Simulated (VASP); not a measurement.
Input of a VASP 6.6.1 run:

The input INCAR:

```
SYSTEM = TlNiF3
PREC     = Accurate       ! precision mode
ENCUT    = 600            ! plane-wave cutoff, eV
EDIFF    = 1E-6           ! SCF threshold, eV
ISMEAR   = 0              ! smearing method
SIGMA    = 0.05           ! smearing width, eV
LREAL    = .False.        ! projectors in reciprocal space
LASPH    = .True.         ! aspherical terms in the spheres
NELM     = 150            ! most SCF steps
ALGO     = Normal         ! electronic algorithm
ISIF     = 3              ! what is computed and relaxed
LWAVE    = .False.        ! write WAVECAR
LCHARG   = .False.        ! write CHGCAR
ISPIN    = 2              ! spin polarisation
MAGMOM   = 0 1.5 0 0 0    ! initial moments
LORBIT   = 11             ! projections on sites
LMAXMIX  = 4              ! l up to which the mixer works
GGA      = PS             ! functional
IBRION   = 2              ! ionic algorithm
NSW      = 80             ! ionic steps
EDIFFG   = -0.03          ! ionic threshold
```

The input KPOINTS:

```
Automatic mesh
0
Gamma
  4 4 4
  0 0 0
```

File POSCAR:

```
TlNiF3
1.0
    4.0873575200      0.0000000000      0.0000000000
    0.0000000000      4.0873575200      0.0000000000
    0.0000000000      0.0000000000      4.0873575200
Tl Ni F
1 1 3
Direct
    0.5000000000      0.5000000000      0.5000000000
    0.0000000000      0.0000000000      0.0000000000
    0.5000000000      0.0000000000      0.0000000000
    0.0000000000      0.5000000000      0.0000000000
    0.0000000000      0.0000000000      0.5000000000
```

Potentials or basis: VASP PAW PBE potentials, release 64 (Tl_d, Ni, F).

Command:

```sh
$ cat potpaw_PBE.64/Tl_d/POTCAR potpaw_PBE.64/Ni/POTCAR potpaw_PBE.64/F/POTCAR > POTCAR
$ mpirun -np 1 vasp_std > vasp.out
```

What does it give for the relaxed volume?

13.44 Å³/atom.

What does it give for the space group after relaxing (to 0.1 Å)?

Pm-3m (No. 221).

Final structure:
```xyz
5
Lattice="4.0652 0.0000 0.0000 0.0000 4.0652 0.0000 0.0000 0.0000 4.0652" Properties=species:S:1:pos:R:3 pbc="T T T"
Tl    2.0326    2.0326    2.0326
Ni    0.0000    0.0000    0.0000
F     2.0326    0.0000    0.0000
F     0.0000    2.0326    0.0000
F     0.0000    0.0000    2.0326
```

Caveat: the PAW data sets were made with another functional, which shifts forces and pressure a little; a cell with one magnetic atom can't hold antiferromagnetic order, which such compounds often take.
